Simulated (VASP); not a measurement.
Set up this calculation in VASP 6.6.1, as the native input.

* Task: single point
* Functional: PBEsol
* Potentials or basis: VASP PAW PBE potentials, release 64 (C, N, H)
* Cutoff: 520 eV
* k mesh: 2 × 2 × 1
* Occupations: gaussian, width 0.05 eV
* Spin: no spin polarisation
* Dipole correction: no
* Further INCAR settings: LREAL = Auto; ALGO = Normal; EDIFF = 1e-06; NBANDS = 55

The structure of HC18N lies in POSCAR:

```
HC18N
1.0
    7.3980000000      0.0000000000      0.0000000000
   -3.6990000000      6.4068560000      0.0000000000
    0.0000000000      0.0000000000     12.0000000000
C N H
18 1 1
Direct
    0.0038270745     -0.0069965674      0.0852196667
    0.2213230007      0.1048698457      0.0717091667
    0.0078340240      0.3349051391      0.0755711667
    0.2241879906      0.4409445132      0.0675291667
    0.0012057412      0.6619856916      0.0885280000
    0.2212433861      0.7720463828      0.0815409167
    0.3331670192     -0.0056659616      0.0740779167
    0.5517497094      0.1078992567      0.0792549167
    0.3340475635      0.3276241888      0.0692311667
    0.5539688506      0.4391017997      0.0757943333
    0.3360374968      0.6634967291      0.0771135833
    0.5534914986      0.7705280094      0.0911206667
    0.6607503865     -0.0019485376      0.1126417500
    0.9017207957      0.1153120969      0.1048745000
    0.6640970772      0.3273271633      0.0795345833
    0.8897258253      0.4392361870      0.0913844167
    0.6658010492      0.6622290247      0.0863924167
    0.8893585209      0.7730155009      0.0890554167
    0.7945904290      0.0970605551      0.2112417500
    0.8381331434      0.2947704771      0.2048510000
```

These files were run (other wordings do the same):

INCAR

```
SYSTEM = HC18N
  PREC = Accurate
  ENCUT = 520
  EDIFF = 1E-6
  ISMEAR = 0
  SIGMA = 0.05
  LREAL = Auto
  LASPH = .True.
  NELM = 80
  ALGO = Normal
  ISIF = 2
  LWAVE = .False.
  LCHARG = .False.
  GGA = PS
  NBANDS = 55
```

KPOINTS

```
Automatic mesh
0
Gamma
  2 2 1
  0 0 0
```

Potentials or basis: VASP PAW PBE potentials, release 64 (C, N, H).

Launch:

```sh
$ cat potpaw_PBE.64/C/POTCAR potpaw_PBE.64/N/POTCAR potpaw_PBE.64/H/POTCAR > POTCAR
$ mpirun -np 1 vasp_std > vasp.out
```

Results of the run:

```
Largest force          : 3.915 eV/Å
Band gap on the k mesh : 0.19 eV
```

Caveat: the k points lie up to 0.49 Å⁻¹ apart; the PAW data sets were made with another functional, which shifts forces and pressure a little.

It took 4.5 min on 1 thread of Intel(R) Xeon(R) Platinum 8259CL CPU @ 2.50GHz (Skylake/Cascade Lake) (shared host), peak memory 0.59 GiB.
